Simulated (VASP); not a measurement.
# As (R-3m) in VASP: single point with PBE

Aim: the single point of As with PBE.

Everything below comes from runs of VASP 6.6.1. Logs are shortened: lines on timing, memory, paths and dates and some standing lists are left out, and cuts for length are marked.

## Step 1: The cell of the first run

The typed cell holds 2 atoms: a = 3.447 Å, b = 3.447 Å, c = 3.447 Å, α = 59.97°, β = 59.97°, γ = 59.97°.

## Step 2: Single point, PBE

INCAR

```
SYSTEM = As
PREC = Accurate
ENCUT = 520
EDIFF = 1E-7
ISMEAR = -1
SIGMA = 0.08
LREAL = .False.
LASPH = .True.
NELM = 80
ALGO = Normal
ISIF = 2
LWAVE = .False.
LCHARG = .False.
GGA = PE
NBANDS = 12
```

KPOINTS

```
Automatic mesh
0
Gamma
  14 14 14
  0 0 0
```

POSCAR

```
As
1.0
    1.7227465251     -0.9946281700      2.8149412492
    0.0000000000      1.9892563401      2.8149412492
   -1.7227465251     -0.9946281700      2.8149412492
As
2
Direct
    0.2500000000      0.2500000000      0.2500000000
   -0.2500000000     -0.2500000000     -0.2500000000
```

Potentials or basis: VASP PAW PBE potentials, release 64 (As).

Launch:

```bash
$ cat potpaw_PBE.64/As/POTCAR > POTCAR
$ mpirun -np 1 vasp_std > vasp.out
```

OUTCAR:

```text
SYSTEM = As
   PREC = Accurate
   ENCUT = 520
   EDIFF = 1E-7
   ISMEAR = -1
   LREAL = .False.
   LASPH = .True.
   NELM = 80
   ISIF = 2
   GGA = PE

 ion  position               nearest neighbor table
   1  0.250  0.250  0.250-   2 2.44   2 2.44   2 2.44   2 2.44   2 2.44   2 2.44
   2  0.750  0.750  0.750-   1 2.44   1 2.44   1 2.44   1 2.44   1 2.44   1 2.44

  LATTYP: Found a trigonal (rhomboedric) cell.
 ALAT       =     3.4468877300
 COS(alpha) =     0.5004045381

  Lattice vectors:

 A1 = (   1.7227465251,  -0.9946281700,   2.8149412492)
 A2 = (   0.0000000000,   1.9892563401,   2.8149412492)
 A3 = (  -1.7227465251,  -0.9946281700,   2.8149412492)

Analysis of symmetry for initial positions (statically):
=====================================================================
 Subroutine PRICEL returns following result:

  LATTYP: Found a trigonal (rhomboedric) cell.
 ALAT       =     2.4368246440
 COS(alpha) =     0.0004047019

  Lattice vectors:

 A1 = (   1.7227465251,   0.9946281701,   1.4074706246)
 A2 = (  -1.7227465251,   0.9946281701,   1.4074706246)
 A3 = (   0.0000000000,  -1.9892563401,   1.4074706246)

   2 primitive cells build up your supercell.

 Routine SETGRP: Setting up the symmetry group for a
 trigonal (rhombohedral) supercell.

 Subroutine GETGRP returns: Found 12 space group operations
 (whereof 12 operations were pure point group operations)
 out of a pool of 12 trial point group operations.

The static configuration has the point symmetry D_3d.

Analysis of symmetry for dynamics (positions and initial velocities):
=====================================================================
 Subroutine PRICEL returns following result:

  LATTYP: Found a trigonal (rhomboedric) cell.
 ALAT       =     2.4368246440
 COS(alpha) =     0.0004047019

  Lattice vectors:

 A1 = (   1.7227465251,   0.9946281701,   1.4074706246)
 A2 = (  -1.7227465251,   0.9946281701,   1.4074706246)
 A3 = (   0.0000000000,  -1.9892563401,   1.4074706246)

   2 primitive cells build up your supercell.

 Routine SETGRP: Setting up the symmetry group for a
 trigonal (rhombohedral) supercell.

 Subroutine GETGRP returns: Found 12 space group operations
 (whereof 12 operations were pure point group operations)
 out of a pool of 12 trial point group operations.

The dynamic configuration has the point symmetry D_3d.

 Subroutine INISYM returns: Found 12 space group operations
 (whereof 12 operations are pure point group operations),
 and found     2 'primitive' translations

----------------------------------------------------------------------------------------

                                     Primitive cell

  volume of cell :      14.4701

  direct lattice vectors                    reciprocal lattice vectors
     1.722746525  0.994628170  1.407470625     0.290234224  0.167566807  0.236831467
    -1.722746525  0.994628170  1.407470625    -0.290234224  0.167566807  0.236831467
     0.000000000 -1.989256340  1.407470625     0.000000000 -0.335133614  0.236831467

  length of vectors
     2.436824644  2.436824644  2.436824644     0.410370178  0.410370178  0.410370178

  position of ions in fractional coordinates (direct lattice)
     0.500000000  0.500000000  0.500000000

  ion indices of the primitive-cell ions
   primitive index   ion index
                 1           1

----------------------------------------------------------------------------------------

 KPOINTS: Automatic mesh

Automatic generation of k-mesh.
 Grid dimensions read from file:
 generate k-points for:   14   14   14

 Generating k-lattice:

  Cartesian coordinates                     Fractional coordinates (reciprocal lattice)
     0.020731016 -0.011969058  0.008458267     0.071428571  0.000000000 -0.000000000
     0.000000000  0.023938115  0.008458267     0.000000000  0.071428571  0.000000000
    -0.020731016 -0.011969058  0.008458267    -0.000000000  0.000000000  0.071428571

  Length of vectors
     0.025388494  0.025388494  0.025388494

  Shift w.r.t. Gamma in fractional coordinates (k-lattice)
     0.000000000  0.000000000  0.000000000

 Subroutine IBZKPT returns following result:
 ===========================================

 Found    288 irreducible k-points:

 Following reciprocal coordinates:
            Coordinates               Weight
  0.000000  0.000000  0.000000      1.000000
  0.071429 -0.000000 -0.000000      6.000000
  0.142857 -0.000000  0.000000      6.000000
  0.214286  0.000000  0.000000      6.000000
  0.285714 -0.000000 -0.000000      6.000000
  0.357143 -0.000000 -0.000000      6.000000
[... 16 lines left out ...]
  0.214286  0.142857 -0.000000     12.000000
  0.285714  0.142857 -0.000000     12.000000
 [... further k-points ...]
   k-points           NKPTS =    288   k-points in BZ     NKDIM =    288   number of bands    NBANDS=     12
   number of dos      NEDOS =    301   number of ions     NIONS =      2
   total plane-waves  NPLWV =  21952
   dimension x,y,z NGX =    28 NGY =   28 NGZ =   28
   dimension x,y,z NGXF=    56 NGYF=   56 NGZF=   56
   ions per type =               2
   NGX,Y,Z   is equivalent  to a cutoff of  13.50, 13.50, 13.50 a.u.
   NGXF,Y,Z  is equivalent  to a cutoff of  27.01, 27.01, 27.01 a.u.
 SYSTEM =  As
   PREC   = accura    normal or accurate (medium, high low for compatibility)
   ISTART =      0    job   : 0-new  1-cont  2-samecut
   ICHARG =      2    charge: 1-file 2-atom 10-const
   ISPIN  =      1    spin polarized calculation?
   LNONCOLLINEAR =      F non collinear calculations
   LSORBIT =      F    spin-orbit coupling
   LASPH  =      T    aspherical Exc in radial PAW
   ENCUT  =  520.0 eV  38.22 Ry    6.18 a.u.   6.41  6.41  6.41*2*pi/ulx,y,z
   NELM   =     80;   NELMIN=  2; NELMDL= -5     # of ELM steps
   EDIFF  = 0.1E-06   stopping-criterion for ELM
   LREAL  =      F    real-space projection
   EDIFFG = 0.1E-05   stopping-criterion for IOM
   NSW    =      0    number of steps for IOM
   IBRION =     -1    ionic relax: 0-MD 1-quasi-New 2-CG
   NFREE  =      0    steps in history (QN), initial steepest desc. (CG)
   ISIF   =      2    stress and relaxation
   ISYM   =      2    0-nonsym 1-usesym 2-fastsym
   POTIM  = 0.5000    time-step for ionic-motion
   TEBEG  =    0.0;   TEEND  =   0.0 temperature during run
   PSTRESS=    0.0 pullay stress
   NELECT =      10.0000    total number of electrons
   NUPDOWN=      -1.0000    fix difference up-down
   EMIN   =  10.00;   EMAX   =-10.00  energy-range for DOS
   EFERMI =   0.00;   METHOD = LEGACY
   ISMEAR =    -1;   SIGMA  =   0.08  broadening in eV -4-tet -1-fermi 0-gaus
   EFERMI_NEDOS =   21; number of points for ismear=-14 and -15
   IALGO  =     38    algorithm
   IMIX   =      4    mixing-type and parameters
     AMIX     =   0.40;   BMIX     =  1.00
     AMIX_MAG =   1.60;   BMIX_MAG =  1.00
  volume/ion in A,a.u.               =      14.47        97.65
  Fermi-wavevector in a.u.,A,eV,Ry     =   1.148790  2.170898 17.955855  1.319718
  Thomas-Fermi vector in A             =   2.285463
   LORBIT       =      0    0 simple, 1 ext, 2 COOP (PROOUT), +10 PAW based schemes
   GGA     = PE    functional components
   LHFCALC =     F    Hartree Fock is set to
   AEXX    =    0.0000 exact exchange contribution
   IVDW    =     0    specifies the selected vdW correction
   LEPSILON=     F    determine dielectric tensor
   LRPA    =     F    only Hartree local field effects (RPA)
 non-spin polarized calculation
  energy-cutoff  :      520.00
  volume of cell :       28.94
 maximum number of plane-waves:       795
 NGX is ok and might be reduce to    28
   NGX = 13   NGY = 13   NGZ = 13

 number of electron      10.0000000 magnetization

 number of electron       9.9999999 magnetization

 Free energy of the ion-electron system (eV)
  ---------------------------------------------------
  ext. energy  EPLUGINS =         0.00000000
  ---------------------------------------------------
  free energy    TOTEN  =        -7.56905757 eV

  energy without entropy =       -7.55801698  energy(sigma->0) =       -7.56353727

 E-fermi :  10.2124     XC(G=0): -11.8522

 val. band max:       10.2119102018   @ k =  -0.3571   0.2857   0.1429
 cond. band min:      10.2137336959   @ k =  -0.3571   0.5000   0.3571
 fundamental gap:      0.0018234941
 Fermi energy:        10.2124017654

 k-point     1 :       0.0000    0.0000    0.0000
  band No.  band energies     occupation
      1      -8.2739      2.00000
      2       7.5796      2.00000
      3       7.5916      2.00000
      4       7.5916      2.00000
      5       8.0120      2.00000
      6      15.3421      0.00000
      7      15.3547      0.00000
      8      15.3547      0.00000
      9      15.4972      0.00000
     10      15.4972      0.00000
     11      15.5013      0.00000
     12      18.8667      0.00000

 k-point     2 :       0.0714   -0.0000   -0.0000
  band No.  band energies     occupation
      1      -8.1803      2.00000
      2       6.1099      2.00000
      3       7.5729      2.00000
      4       7.5833      2.00000
      5       9.2116      1.99999
      6      14.8206      0.00000
      7      14.8230      0.00000
      8      15.2348      0.00000
      9      15.3225      0.00000
     10      15.5410      0.00000
     11      15.5523      0.00000
     12      19.6809      0.00000

 k-point     3 :       0.1429   -0.0000    0.0000
  band No.  band energies     occupation
      1      -7.8998      2.00000
      2       4.3189      2.00000
      3       7.5643      2.00000
      4       7.5741      2.00000
      5      10.1332      1.45819
      6      13.5900      0.00000
      7      13.5910      0.00000
      8      14.5858      0.00000
      9      15.5750      0.00000
     10      16.1173      0.00000
     11      16.1292      0.00000
     12      21.3600      0.00000
[... 286 lines left out ...]
 k-point    23 :       0.2143    0.1429   -0.0000
  band No.  band energies     occupation
      1      -7.4352      2.00000
      2       3.6212      2.00000
      3       6.2347      2.00000
      4       6.5728      2.00000
      5       9.4034      1.99992
      6      12.8084      0.00000
      7      13.5579      0.00000
      8      15.5187      0.00000
      9      15.8668      0.00000
     10      18.2629      0.00000
     11      18.2916      0.00000
     12      20.3287      0.00000

 k-point    24 :       0.2857    0.1429   -0.0000
  band No.  band energies     occupation
      1      -6.9096      2.00000
      2       2.0394      2.00000
      3       6.0435      2.00000
      4       6.8442      2.00000
      5       8.1817      2.00000
      6      13.2712      0.00000
      7      14.1059      0.00000
      8      14.4968      0.00000
      9      15.3148      0.00000
     10      19.4616      0.00000
     11      19.5193      0.00000
     12      22.2418      0.00000

 [... further k-points ...]
[... 5 lines left out ...]
  --------------------------------------------------------------------------------------
  -------------------------------------------------------------------------------------
  Total       10.4042467     10.4042467     10.4013033      0.0000000      0.0000000      0.0000000
  in kB      575.9947164    575.9947164    575.8317647      0.0000000      0.0000000      0.0000000
  external PRESSURE =     575.9403992 kB  Pullay stress =       0.0000000 kB

 VOLUME and BASIS-vectors are now :
 -----------------------------------------------------------------------------
  energy-cutoff  :      520.00
  volume of cell :       28.94
      direct lattice vectors                 reciprocal lattice vectors
     1.722746525 -0.994628170  2.814941249     0.290234224 -0.167566807  0.118415734
     0.000000000  1.989256340  2.814941249     0.000000000  0.335133614  0.118415734
    -1.722746525 -0.994628170  2.814941249    -0.290234224 -0.167566807  0.118415734

 POSITION                                       TOTAL-FORCE (eV/Angst)
 -----------------------------------------------------------------------------------
      0.00000      0.00000      2.11121         0.000000     -0.000000      0.000000
      0.00000      0.00000      6.33362        -0.000000      0.000000     -0.000000
 -----------------------------------------------------------------------------------
    total drift:                               -0.000000     -0.000000     -0.000000

  FREE ENERGIE OF THE ION-ELECTRON SYSTEM (eV)
  ---------------------------------------------------
  free  energy   TOTEN  =        -7.5690575659 eV

  energy  without entropy=       -7.5580169767  energy(sigma->0) =       -7.56353727
```

It took 86 s on 1 thread of Intel Xeon Platinum 8259CL at 2.50GHz (Skylake/Cascade Lake), shared host; peak memory 0.22 GiB.

Results:

```
Free energy            : -7.5691 eV
Pressure               : 57.6 GPa
Band gap on the k mesh : zero (band 5 reaches 10.97 eV, above the bottom of band 6 at 8.77 eV)
```

Levels at points of the mesh, in eV from the Fermi level:
```
           k point  band 2  band 3  band 4  band 5  band 6  band 7  band 8  band 9
(0.00, 0.00, 0.00)   -2.63   -2.62   -2.62   -2.20    5.13    5.14    5.14    5.28
(0.50, 0.00, 0.00)  -13.96   -1.45   -1.45   -1.44   -1.44    1.07    1.07   12.92
(0.50, 0.50, 0.00)   -9.98   -8.52   -6.20   -6.19    0.73    8.98    8.98   12.18
(0.50, 0.50, 0.50)  -13.96   -1.44   -1.44   -1.44   -1.44    1.08    1.08   12.92
```
